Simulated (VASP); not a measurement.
# Ag (P6_3/mmc) in VASP: relaxation of cell and atoms with PBE

Aim: the relaxation of cell and atoms of Ag with PBE.

All numbers are computed with VASP 6.6.1; they aren't measurements. Logs are shortened: lines on timing, memory, paths and dates and some standing lists are left out, and cuts for length are marked.

## 1. The cell of the first run

It takes space group P6_3/mmc (No. 194, hexagonal). The conventional cell has a = 2.936 Å, b = 2.936 Å, c = 4.791 Å, α = 90.00°, β = 90.00°, γ = 120.00°. Within 3.9 Å of Ag (site symmetry -6m2) lie 12 Ag at 2.93 to 2.94 Å.

This isn't the form of Ag at room conditions, which is fcc.

## 2. Relaxation of cell and atoms, PBE

Input file INCAR:

```
SYSTEM = Ag
  ALGO = Normal
  EDIFF = 1E-6
  EDIFFG = -0.005
  ENCUT = 600
  GGA = PE
  IBRION = 2
  ISIF = 3
  ISMEAR = -1
  LASPH = .TRUE.
  LCHARG = .FALSE.
  LREAL = .FALSE.
  LWAVE = .FALSE.
  NELM = 100
  NSW = 45
  PREC = Accurate
  SIGMA = 0.05
```

Input file KPOINTS:

```
k-points
0
G
  16 16 9
  0 0 0
```

Input file POSCAR:

```
Ag
1.0
    2.9358262022      0.0000000000      0.0000000000
   -1.4679131011      2.5425000722      0.0000000000
    0.0000000000      0.0000000000      4.7909594216
Ag
2
Direct
    0.3333333333      0.6666666667      0.2500000000
    0.6666666667      0.3333333333      0.7500000000
```

Potentials or basis: VASP PAW PBE potentials, release 64 (Ag).

Started as:

```sh
$ cat potpaw_PBE.64/Ag/POTCAR > POTCAR
$ mpirun -np 1 vasp_std > vasp.out
```

OUTCAR:

```text
SYSTEM = Ag
   EDIFF = 1E-6
   EDIFFG = -0.005
   ENCUT = 600
   GGA = PE
   IBRION = 2
   ISIF = 3
   ISMEAR = -1
   LASPH = .TRUE.
   LREAL = .FALSE.
   NELM = 100
   NSW = 45
   PREC = Accurate

 ion  position               nearest neighbor table
   1  0.333  0.667  0.250-   2 2.93   2 2.93   2 2.93   2 2.93   2 2.93   2 2.93
   2  0.667  0.333  0.750-   1 2.93   1 2.93   1 2.93   1 2.93   1 2.93   1 2.93

  LATTYP: Found a hexagonal cell.
 ALAT       =     2.9358262022
 C/A-ratio  =     1.6318947688

  Lattice vectors:

 A1 = (   2.9358262022,   0.0000000000,   0.0000000000)
 A2 = (  -1.4679131011,   2.5425000722,   0.0000000000)
 A3 = (   0.0000000000,   0.0000000000,   4.7909594216)

Analysis of symmetry for initial positions (statically):
=====================================================================
 Subroutine PRICEL returns:
 Original cell was already a primitive cell.

 Routine SETGRP: Setting up the symmetry group for a
 hexagonal supercell.

 Subroutine GETGRP returns: Found 24 space group operations
 (whereof 12 operations were pure point group operations)
 out of a pool of 24 trial point group operations.

The static configuration has the point symmetry D_3d.
 The point group associated with its full space group is D_6h.

Analysis of symmetry for dynamics (positions and initial velocities):
=====================================================================
 Subroutine PRICEL returns:
 Original cell was already a primitive cell.

 Routine SETGRP: Setting up the symmetry group for a
 hexagonal supercell.

 Subroutine GETGRP returns: Found 24 space group operations
 (whereof 12 operations were pure point group operations)
 out of a pool of 24 trial point group operations.

The dynamic configuration has the point symmetry D_3d.
 The point group associated with its full space group is D_6h.

 Subroutine INISYM returns: Found 24 space group operations
 (whereof 12 operations are pure point group operations),
 and found     1 'primitive' translations

----------------------------------------------------------------------------------------

                                     Primitive cell

  volume of cell :      35.7613

  direct lattice vectors                    reciprocal lattice vectors
     2.935826202  0.000000000  0.000000000     0.340619618  0.196656828  0.000000000
    -1.467913101  2.542500072  0.000000000     0.000000000  0.393313656  0.000000000
[... 152 lines left out ...]
    -1.467913101  2.542500072  0.000000000     0.000000000  0.393313656  0.000000000
     0.000000000  0.000000000  4.790959422     0.000000000  0.000000000  0.208726460

 POSITION                                       TOTAL-FORCE (eV/Angst)
 -----------------------------------------------------------------------------------
     -0.00000      1.69500      1.19774         0.000000      0.000000      0.000000
      1.46791      0.84750      3.59322        -0.000000     -0.000000      0.000000
 -----------------------------------------------------------------------------------
    total drift:                               -0.000000      0.000000     -0.000000

  FREE ENERGIE OF THE ION-ELECTRON SYSTEM (eV)
  ---------------------------------------------------
  free  energy   TOTEN  =        -5.4297806544 eV

  energy  without entropy=       -5.4245287568  energy(sigma->0) =       -5.42715471

--------------------------------------- Ionic step        2  -------------------------------------------

 number of electron      22.0000005 magnetization

 Free energy of the ion-electron system (eV)
  ---------------------------------------------------
  ext. energy  EPLUGINS =         0.00000000
  ---------------------------------------------------
  free energy    TOTEN  =        -5.42979875 eV

  energy without entropy =       -5.42455615  energy(sigma->0) =       -5.42717745

 E-fermi :   7.8410     XC(G=0): -11.9394

 val. band max:        7.8401466379   @ k =   0.3125   0.1875   0.3333
 cond. band min:       7.8465663377   @ k =   0.0625  -0.0000   0.0000
 fundamental gap:      0.0064196997
 Fermi energy:         7.8409788402

 k-point     1 :       0.0000    0.0000    0.0000
  band No.  band energies     occupation
      1       0.3740      2.00000
      2       1.6936      2.00000
      3       3.1663      2.00000
      4       3.2528      2.00000
      5       3.2528      2.00000
      6       3.4726      2.00000
      7       3.4726      2.00000
      8       3.7907      2.00000
      9       3.7907      2.00000
     10       4.7307      2.00000
     11       4.7307      2.00000
     12       7.5434      1.99481
     13      11.1749      0.00000
     14      23.3292      0.00000
[... 401 lines left out ...]
      2       2.3567      2.00000
      3       2.4419      2.00000
      4       3.0045      2.00000
      5       3.1034      2.00000
      6       3.5419      2.00000
      7       3.6037      2.00000
      8       4.1179      2.00000
      9       4.7602      2.00000
     10       4.7918      2.00000
     11       6.1487      2.00000
     12      12.9945      0.00000
     13      13.3221      0.00000
     14      14.0617      0.00000
     15      15.4340      0.00000

 [... further k-points ...]

------------------------ aborting loop because EDIFF is reached ----------------------------------------

  FORCE on cell =-STRESS in cart. coord.  units (eV):
  Direction    XX          YY          ZZ          XY          YZ          ZX
  --------------------------------------------------------------------------------------
  -------------------------------------------------------------------------------------
  Total        0.0086643      0.0086643      0.0090549      0.0000000      0.0000000      0.0000000
  in kB        0.3889811      0.3889811      0.4065198      0.0000000      0.0000000      0.0000000
  external PRESSURE =       0.3948273 kB  Pullay stress =       0.0000000 kB

 VOLUME and BASIS-vectors are now :
 -----------------------------------------------------------------------------
  energy-cutoff  :      600.00
  volume of cell :       35.69
      direct lattice vectors                 reciprocal lattice vectors
     2.933821603  0.000000000 -0.000000000     0.340852354  0.196791198  0.000000000
    -1.466910801  2.540764038  0.000000000     0.000000000  0.393582397  0.000000000
     0.000000000  0.000000000  4.787570005     0.000000000 -0.000000000  0.208874230

 POSITION                                       TOTAL-FORCE (eV/Angst)
 -----------------------------------------------------------------------------------
     -0.00000      1.69384      1.19689         0.000000     -0.000000     -0.000000
      1.46691      0.84692      3.59068        -0.000000      0.000000      0.000000
 -----------------------------------------------------------------------------------
    total drift:                               -0.000000      0.000000     -0.000000

  FREE ENERGIE OF THE ION-ELECTRON SYSTEM (eV)
  ---------------------------------------------------
  free  energy   TOTEN  =        -5.4297987490 eV

  energy  without entropy=       -5.4245561454  energy(sigma->0) =       -5.42717745

 reached required accuracy - stopping structural energy minimisation
```

CONTCAR:

```text
Ag
   1.00000000000000
     2.9338216029712383    0.0000000000000000   -0.0000000000000000
    -1.4669108014856191    2.5407640383434882    0.0000000000000000
     0.0000000000000000    0.0000000000000000    4.7875700052571917
  Ag
     2
Direct
     0.3333333332999970    0.6666666667000030    0.2500000000000000
     0.6666666667000030    0.3333333332999970    0.7500000000000000

  0.00000000E+00  0.00000000E+00  0.00000000E+00
  0.00000000E+00  0.00000000E+00  0.00000000E+00
```

It took 99 s on 1 thread of Intel Xeon 8259CL, shared host; peak memory 0.23 GiB.

What came out:

* Free energy: -5.4298 eV
* Relaxed volume: 17.84 Å³/atom
* Relaxed cell: a = 2.934 Å, b = 2.934 Å, c = 4.788 Å, α = 90.00°, β = 90.00°, γ = 120.00°
* Space group after relaxing (to 0.1 Å): P6_3/mmc (No. 194)
* Energy gained by relaxing: 0.0 meV/atom
* Ionic steps: 2
* Pressure after relaxing: 0.0 GPa
* Band gap on the k mesh: zero (bands 11 and 12 overlap by 6.57 eV)

Final structure:
```cif
data_structure
_symmetry_space_group_name_H-M 'P 1'
_symmetry_Int_Tables_number 1
_cell_length_a 2.9338
_cell_length_b 2.9338
_cell_length_c 4.7876
_cell_angle_alpha 90.000
_cell_angle_beta 90.000
_cell_angle_gamma 120.000
_cell_volume 35.69
loop_
_atom_site_label
_atom_site_type_symbol
_atom_site_fract_x
_atom_site_fract_y
_atom_site_fract_z
_atom_site_occupancy
Ag1 Ag 0.33333 0.66667 0.25000 1
Ag2 Ag 0.66667 0.33333 0.75000 1
```
